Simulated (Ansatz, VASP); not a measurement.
# One calculation of SrCl2, two programs

Contents of INCAR:

```
PREC = Accurate ; ENCUT = 520
EDIFF = 1E-7 ; ISMEAR = 0
SIGMA = 0.05 ; LREAL = False
LASPH = True ; NELM = 60
ALGO = Normal ; ISIF = 2
LWAVE = False ; LCHARG = False
GGA = PE ; NBANDS = 19
```

Contents of KPOINTS:

```
regular mesh
0
Gamma
  6 6 6
```

POSCAR

```
SrCl2
1.0
    0.0000000000      3.6249200000      3.3460800000
    3.6249200000      0.0000000000      3.3460800000
    3.6249200000      3.6249200000      0.0000000000
Sr Cl
1 2
Direct
    0.0000000000      0.0000000000      0.0000000000
    0.2500000000      0.2500000000      0.2500000000
    0.7500000000      0.7500000000      0.7500000000
```

Input for Ansatz:

```yaml
crystal:
  lattice:
    - [0.0, 3.62492, 3.34608]
    - [3.62492, 0.0, 3.34608]
    - [3.62492, 3.62492, 0.0]
  atoms:
    - { symbol: Sr, position: [0.0, 0.0, 0.0] }
    - { symbol: Cl, position: [0.25, 0.25, 0.25] }
    - { symbol: Cl, position: [0.75, 0.75, 0.75] }
basis:
  ecutwfc: 420
kpoints:
  mp_grid: { grid: [6, 6, 6] }
hamiltonian:
  xc: pbe
scf:
  occupations: { method: gaussian, width: 0.05 }
output:
  forces: true
  stress: true
  eigenvalues: true
```

Change from the starting cell: strain +0.040 along x and y, -0.040 along z, atoms carried along.

Alike in both runs: task single point; functional PBE; k mesh 6 × 6 × 6; occupations gaussian, width 0.05 eV; no spin polarisation.

```csv
,VASP,Ansatz
version,VASP 6.6.1,Ansatz 0.2.0
potentials or method,"VASP PAW PBE potentials, release 64 (Sr_sv, Cl), cutoff 520 eV","scalar-relativistic, plane waves, PAW"
valence electrons in the cell,24,24
```

VASP gave:

* gap on the k mesh at the Fermi level (eV): 4.72
* least direct gap on the mesh (eV): 4.97
* pressure (GPa): -0.1
* traceless stress, the component that is largest in VASP (GPa): 2.72

Problem. Which values does Ansatz return?

Solution. gap on the k mesh at the Fermi level (eV): 4.72; least direct gap on the mesh (eV): 4.97; pressure (GPa): -0.2; traceless stress, the component that is largest in VASP (GPa): 2.74.
